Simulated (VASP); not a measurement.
Here is a VASP 6.6.1 calculation.

The input INCAR:

```
ALGO = Normal
EDIFF = 1E-6
ENCUT = 500
GGA = PE
GGA_COMPAT = False
ISIF = 2
ISMEAR = 0
IVDW = 12
LASPH = True
LCHARG = False
LREAL = False
LWAVE = False
NBANDS = 13
NELM = 120
PREC = Accurate
SIGMA = 0.1
```

The input KPOINTS:

```
k-points
0
Gamma
  18 18 18
```

POSCAR

```
W
1.0
    0.0000000000      2.0024873812      2.0024873812
    2.0024873812      0.0000000000      2.0024873812
    2.0024873812      2.0024873812      0.0000000000
W
1
Direct
    0.0000000000      0.0000000000      0.0000000000
```

Potentials or basis: VASP PAW PBE potentials, release 64 (W_sv).

Command:

```sh
$ cat potpaw_PBE.64/W_sv/POTCAR > POTCAR
$ mpirun -np 1 vasp_std > vasp.out
```

Q: What does it give for the band gap on the k mesh?

A: Zero (band 7 reaches 13.96 eV, above the bottom of band 8 at 10.20 eV).

Q: Predict the dispersion energy per atom.

A: -0.686 eV.

Q: What does it give for the pressure?

A: 0.7 GPa.

Caveat: spin-orbit coupling is left out, which moves the levels of the heavy elements; pairwise dispersion overbinds metals, which lowers pressure and volume.
